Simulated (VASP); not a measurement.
# B3As2: single point with PBE

Crystal: B3As2.

```
B As
1.0
     1.56021    0.90079    6.80353
    -1.56021    0.90079    6.80353
     0.00000   -1.80158    6.80353
B As
3 2
Direct
  0.00000 0.00000 0.00000
  0.16929 0.16929 0.16929
  0.83071 0.83071 0.83071
  0.39715 0.39715 0.39715
  0.60285 0.60285 0.60285
```

```yaml
Program: VASP 6.6.1
Task: single point
Functional: PBE
Potentials_or_basis: VASP PAW PBE potentials, release 64 (B, As)
Cutoff: 520 eV
k_mesh: 6 × 6 × 6
Occupations: gaussian, width 0.1 eV
Spin: no spin polarisation
```

| Item | Value |
| --- | --- |
| Pressure | 0.2 GPa |
| Largest force | 0.028 eV/Å |

Forces in eV/Å, atoms in the order of the input:
```
B    0.000  0.000  0.000
B    0.000  0.000 -0.013
B    0.000  0.000  0.013
As   0.000  0.000  0.028
As   0.000  0.000 -0.028
```

Levels at points of the mesh, in eV from the Fermi level:
```csv
k point,band 6,band 7,band 8,band 9,band 10,band 11,band 12,band 13,band 14,band 15
"(0.00, 0.00, 0.00)",0.62,0.62,0.67,0.67,2.76,2.76,4.67,4.97,4.97,6.53
"(0.50, 0.00, 0.00)",-6.25,-2.48,-2.08,-1.15,-0.33,0.61,1.76,2.54,5.15,5.55
"(0.50, 0.50, 0.00)",-5.32,-2.94,-2.75,-1.74,-1.20,1.52,2.34,3.24,3.31,5.94
"(0.50, 0.50, 0.50)",0.53,0.81,0.81,1.43,2.34,2.48,2.48,5.95,5.95,6.53
```

It took 81 s on 1 thread of Intel(R) Xeon(R) 6975P-C (Granite Rapids), on a shared host, peak memory 0.36 GiB.

Caveat: the k points lie up to 0.39 Å⁻¹ apart.
